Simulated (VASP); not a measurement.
# Ti (P6_3/mmc) in VASP: a series of runs

The runs below take Ti through single point, relaxation of cell and atoms, with PBEsol.

Everything below comes from runs of VASP 6.6.1. Logs are shortened: lines on timing, memory, paths and dates and some standing lists are left out, and cuts for length are marked.

## (1) The cell of the first run

It takes space group P6_3/mmc (No. 194, hexagonal). The conventional cell has a = 2.887 Å, b = 2.887 Å, c = 4.638 Å, α = 90.00°, β = 90.00°, γ = 120.00°. Ti (site symmetry -6m2) has 12 Ti at 2.86 to 2.89 Å within 3.8 Å.

## (2) Single point, PBEsol

Contents of INCAR:

```
PREC = Accurate
ENCUT = 520
EDIFF = 1E-6
ISMEAR = 1
SIGMA = 0.05
LREAL = F
LASPH = T
NELM = 60
ALGO = Normal
ISIF = 2
LWAVE = F
LCHARG = T
GGA = PS
LELF = T
LVHAR = T
NBANDS = 19
```

Contents of KPOINTS:

```
regular mesh
0
Gamma
  7 7 4
```

Contents of POSCAR:

```
Ti
1.0
    2.8871389429      0.0000000000      0.0000000000
   -1.4435694714      2.5003356688      0.0000000000
    0.0000000000      0.0000000000      4.6376845446
Ti
2
Direct
    0.3333333333      0.6666666667      0.2500000000
    0.6666666667      0.3333333333      0.7500000000
```

Potentials or basis: VASP PAW PBE potentials, release 64 (Ti_sv).

Command:

```sh
$ cat potpaw_PBE.64/Ti_sv/POTCAR > POTCAR
$ mpirun -np 1 vasp_std > vasp.out
```

OUTCAR:

```text
PREC = Accurate
   ENCUT = 520
   EDIFF = 1E-6
   ISMEAR = 1
   LREAL = F
   LASPH = T
   NELM = 60
   ISIF = 2
   GGA = PS

 ion  position               nearest neighbor table
   1  0.333  0.667  0.250-   2 2.86   2 2.86   2 2.86   2 2.86   2 2.86   2 2.86
   2  0.667  0.333  0.750-   1 2.86   1 2.86   1 2.86   1 2.86   1 2.86   1 2.86

  LATTYP: Found a hexagonal cell.
 ALAT       =     2.8871389429
 C/A-ratio  =     1.6063253748

  Lattice vectors:

 A1 = (   2.8871389429,   0.0000000000,   0.0000000000)
 A2 = (  -1.4435694714,   2.5003356688,   0.0000000000)
 A3 = (   0.0000000000,   0.0000000000,   4.6376845446)

Analysis of symmetry for initial positions (statically):
=====================================================================
 Subroutine PRICEL returns:
 Original cell was already a primitive cell.

 Routine SETGRP: Setting up the symmetry group for a
 hexagonal supercell.

 Subroutine GETGRP returns: Found 24 space group operations
 (whereof 12 operations were pure point group operations)
 out of a pool of 24 trial point group operations.

The static configuration has the point symmetry D_3d.
 The point group associated with its full space group is D_6h.

Analysis of symmetry for dynamics (positions and initial velocities):
=====================================================================
 Subroutine PRICEL returns:
 Original cell was already a primitive cell.

 Routine SETGRP: Setting up the symmetry group for a
 hexagonal supercell.

 Subroutine GETGRP returns: Found 24 space group operations
 (whereof 12 operations were pure point group operations)
 out of a pool of 24 trial point group operations.

The dynamic configuration has the point symmetry D_3d.
 The point group associated with its full space group is D_6h.

 Subroutine INISYM returns: Found 24 space group operations
 (whereof 12 operations are pure point group operations),
 and found     1 'primitive' translations

----------------------------------------------------------------------------------------

                                     Primitive cell

  volume of cell :      33.4786

  direct lattice vectors                    reciprocal lattice vectors
     2.887138943  0.000000000  0.000000000     0.346363656  0.199973150  0.000000000
    -1.443569471  2.500335669  0.000000000     0.000000000  0.399946300  0.000000000
[... 80 lines left out ...]
   LSORBIT =      F    spin-orbit coupling
   LASPH  =      T    aspherical Exc in radial PAW
   ENCUT  =  520.0 eV  38.22 Ry    6.18 a.u.   5.37  5.37  8.62*2*pi/ulx,y,z
   NELM   =     60;   NELMIN=  2; NELMDL= -5     # of ELM steps
   EDIFF  = 0.1E-05   stopping-criterion for ELM
   LREAL  =      F    real-space projection
   EDIFFG = 0.1E-04   stopping-criterion for IOM
   NSW    =      0    number of steps for IOM
   IBRION =     -1    ionic relax: 0-MD 1-quasi-New 2-CG
   NFREE  =      0    steps in history (QN), initial steepest desc. (CG)
   ISIF   =      2    stress and relaxation
   ISYM   =      2    0-nonsym 1-usesym 2-fastsym
   POTIM  = 0.5000    time-step for ionic-motion
   TEBEG  =    0.0;   TEEND  =   0.0 temperature during run
   PSTRESS=    0.0 pullay stress
   NELECT =      24.0000    total number of electrons
   NUPDOWN=      -1.0000    fix difference up-down
   EMIN   =  10.00;   EMAX   =-10.00  energy-range for DOS
   EFERMI =   0.00;   METHOD = LEGACY
   ISMEAR =     1;   SIGMA  =   0.05  broadening in eV -4-tet -1-fermi 0-gaus
   EFERMI_NEDOS =   21; number of points for ismear=-14 and -15
   IALGO  =     38    algorithm
   IMIX   =      4    mixing-type and parameters
     AMIX     =   0.40;   BMIX     =  1.00
     AMIX_MAG =   1.60;   BMIX_MAG =  1.00
  volume/ion in A,a.u.               =      16.74       112.96
  Fermi-wavevector in a.u.,A,eV,Ry     =   1.465175  2.768779 29.208142  2.146738
  Thomas-Fermi vector in A             =   2.581063
   LORBIT       =      0    0 simple, 1 ext, 2 COOP (PROOUT), +10 PAW based schemes
   GGA     = PS    functional components
   LHFCALC =     F    Hartree Fock is set to
   AEXX    =    0.0000 exact exchange contribution
   IVDW    =     0    specifies the selected vdW correction
   LEPSILON=     F    determine dielectric tensor
   LRPA    =     F    only Hartree local field effects (RPA)
 non-spin polarized calculation
 Methfessel and Paxton  Order N= 1 SIGMA  =   0.05
  energy-cutoff  :      520.00
  volume of cell :       33.48
 maximum number of plane-waves:       923
 NGX is ok and might be reduce to    24
   NGX = 11   NGY = 11   NGZ = 17

 number of electron      24.0000001 magnetization

 Free energy of the ion-electron system (eV)
  ---------------------------------------------------
  ext. energy  EPLUGINS =         0.00000000
  ---------------------------------------------------
  free energy    TOTEN  =       -16.67997796 eV

  energy without entropy =      -16.68041388  energy(sigma->0) =      -16.68012327

 E-fermi :   8.6861     XC(G=0): -11.8138

 val. band max:        8.6509863386   @ k =   0.2857   0.2857   0.2500
 cond. band min:       8.7093099804   @ k =   0.1429  -0.0000   0.0000
 fundamental gap:      0.0583236419
 Fermi energy:         8.6861283613

 k-point     1 :       0.0000    0.0000    0.0000
  band No.  band energies     occupation
      1     -47.9693      2.00000
      2     -47.8156      2.00000
      3     -24.6816      2.00000
      4     -23.9701      2.00000
      5     -23.9701      2.00000
      6     -23.8949      2.00000
[... 505 lines left out ...]
      6     -24.2587      2.00000
[... 11 lines left out ...]
     18      12.0402      0.00000
     19      14.7083      0.00000

------------------------ aborting loop because EDIFF is reached ----------------------------------------

  FORCE on cell =-STRESS in cart. coord.  units (eV):
  Direction    XX          YY          ZZ          XY          YZ          ZX
  --------------------------------------------------------------------------------------
  -------------------------------------------------------------------------------------
  Total       -0.0584746     -0.0584746     -0.0484702     -0.0000000     -0.0000000     -0.0000000
  in kB       -2.7984042     -2.7984042     -2.3196287     -0.0000000     -0.0000000     -0.0000000
  external PRESSURE =      -2.6388124 kB  Pullay stress =       0.0000000 kB

 VOLUME and BASIS-vectors are now :
 -----------------------------------------------------------------------------
  energy-cutoff  :      520.00
  volume of cell :       33.48
      direct lattice vectors                 reciprocal lattice vectors
     2.887138943  0.000000000  0.000000000     0.346363656  0.199973150  0.000000000
    -1.443569471  2.500335669  0.000000000     0.000000000  0.399946300  0.000000000
     0.000000000  0.000000000  4.637684545     0.000000000  0.000000000  0.215624843

 POSITION                                       TOTAL-FORCE (eV/Angst)
 -----------------------------------------------------------------------------------
     -0.00000      1.66689      1.15942        -0.000000      0.000000      0.000000
      1.44357      0.83345      3.47826         0.000000     -0.000000      0.000000
 -----------------------------------------------------------------------------------
    total drift:                               -0.000000      0.000000     -0.000000

  FREE ENERGIE OF THE ION-ELECTRON SYSTEM (eV)
  ---------------------------------------------------
  free  energy   TOTEN  =       -16.6799779623 eV

  energy  without entropy=      -16.6804138836  energy(sigma->0) =      -16.68012327
```

OSZICAR:

```text
N       E                     dE             d eps       ncg     rms          rms(c)
DAV:   1     0.259111042084E+03    0.25911E+03   -0.13007E+04   920   0.157E+03
DAV:   2     0.101781606738E+02   -0.24893E+03   -0.24513E+03   948   0.437E+02
DAV:   3    -0.177602029247E+02   -0.27938E+02   -0.27662E+02  1673   0.122E+02
DAV:   4    -0.188588442794E+02   -0.10986E+01   -0.10963E+01  1046   0.249E+01
DAV:   5    -0.189103254461E+02   -0.51481E-01   -0.51447E-01  1303   0.393E+00    0.129E+01
DAV:   6    -0.166939383746E+02    0.22164E+01   -0.76919E+00  1033   0.282E+01    0.319E+00
DAV:   7    -0.166613123935E+02    0.32626E-01   -0.83777E-01  1345   0.667E+00    0.213E+00
DAV:   8    -0.166872273132E+02   -0.25915E-01   -0.20903E-01   977   0.535E+00    0.711E-01
DAV:   9    -0.166794275603E+02    0.77998E-02   -0.45664E-02  1021   0.215E+00    0.741E-02
DAV:  10    -0.166798871521E+02   -0.45959E-03   -0.34686E-03  1320   0.327E-01    0.963E-02
DAV:  11    -0.166799880404E+02   -0.10089E-03   -0.20845E-04  1063   0.991E-02    0.359E-02
DAV:  12    -0.166799782815E+02    0.97590E-05   -0.37861E-05  1218   0.450E-02    0.156E-02
DAV:  13    -0.166799779623E+02    0.31914E-06   -0.52839E-06   926   0.201E-02
   1 F= -.16679978E+02 E0= -.16680123E+02  d E =0.435921E-03
```

Wall time 6.5 s (1 thread of Intel Xeon 6975P-C (Granite Rapids), shared host); peak memory 0.15 GiB.

Results:

| Property | Result |
| --- | --- |
| Free energy | -16.6800 eV |
| Pressure | -0.3 GPa |
| Band gap on the k mesh | zero (band 12 reaches 9.40 eV, above the bottom of band 13 at 8.40 eV) |

Caveat: the PAW data sets were made with another functional, which shifts forces and pressure a little.

## (3) Relaxation of cell and atoms, PBEsol

This run uses another cell than the first one, of 17.64 Å³/atom, 1.054 times its volume.

Contents of INCAR:

```
SYSTEM = Ti
PREC     = Accurate       ! precision mode
ENCUT    = 600            ! plane-wave cutoff, eV
EDIFF    = 1E-7           ! SCF threshold, eV
ISMEAR   = 1              ! smearing method
SIGMA    = 0.05           ! smearing width, eV
LREAL    = .FALSE.        ! projectors in reciprocal space
LASPH    = .TRUE.         ! aspherical terms in the spheres
NELM     = 60             ! most SCF steps
ALGO     = Normal         ! electronic algorithm
ISIF     = 3              ! what is computed and relaxed
LWAVE    = .FALSE.        ! write WAVECAR
LCHARG   = .FALSE.        ! write CHGCAR
GGA      = PS             ! functional
IBRION   = 2              ! ionic algorithm
NSW      = 60             ! ionic steps
EDIFFG   = -0.03          ! ionic threshold
```

Contents of KPOINTS:

```
regular mesh
0
G
  7 7 4
  0 0 0
```

Contents of POSCAR:

```
Ti
1.0
    2.9500000000      0.0000000000      0.0000000000
   -1.4750000000      2.5547750000      0.0000000000
    0.0000000000      0.0000000000      4.6800000000
Ti
2
Direct
    0.3333333333      0.6666666667      0.2500000000
    0.6666666667      0.3333333333      0.7500000000
```

Potentials or basis: VASP PAW PBE potentials, release 64 (Ti_sv).

Command:

```sh
$ cat potpaw_PBE.64/Ti_sv/POTCAR > POTCAR
$ mpirun -np 1 vasp_std > vasp.out
```

It took 30 s on 1 thread of Intel Xeon 6975P-C (Granite Rapids), shared host; peak memory 0.16 GiB.

It converged, with:

- Free energy: -16.6805 eV
- Relaxed volume: 16.68 Å³/atom
- Relaxed cell: a = 2.884 Å, b = 2.884 Å, c = 4.632 Å, α = 90.00°, β = 90.00°, γ = 120.00°
- Space group after relaxing (to 0.05 Å): P6_3/mmc (No. 194)
- Energy gained by relaxing: 18.5 meV/atom
- Ionic steps: 6
- Pressure after relaxing: 0.1 GPa
- Band gap on the k mesh: zero (band 12 reaches 9.44 eV, above the bottom of band 13 at 8.44 eV)

Step by step:
| step | energy change (eV) | largest force (eV/Å) | pressure (GPa) | volume (Å³) |
| --- | --- | --- | --- | --- |
| 1 | 0.0000 | 0.0000 | -5.87 | 35.27 |
| 2 | -0.0157 | 0.0000 | 5.22 | 32.07 |
| 3 | -0.0363 | 0.0000 | 0.03 | 33.40 |
| 4 | -0.0363 | 0.0000 | 0.16 | 33.36 |
| 5 | -0.0370 | 0.0000 | 0.13 | 33.36 |
| 6 | -0.0370 | 0.0000 | 0.12 | 33.36 |

Final structure:
```
CELL_PARAMETERS angstrom
2.88380 0.00000 0.00000
-1.44190 2.49744 0.00000
0.00000 0.00000 4.63230
ATOMIC_POSITIONS crystal
Ti 0.33333 0.66667 0.25000
Ti 0.66667 0.33333 0.75000
```

Levels at points of the mesh, in eV from the Fermi level:
```
           k point  band 8  band 9  band 10  band 11  band 12  band 13  band 14  band 15  band 16
(0.00, 0.00, 0.00)  -32.54   -6.39    -2.89     0.68     0.72     0.72     0.75     1.22     1.22
(0.00, 0.00, 0.50)  -32.59   -4.51    -4.51    -0.05    -0.05     0.64     0.64     0.64     0.64
```

Caveat: the PAW data sets were made with another functional, which shifts forces and pressure a little.
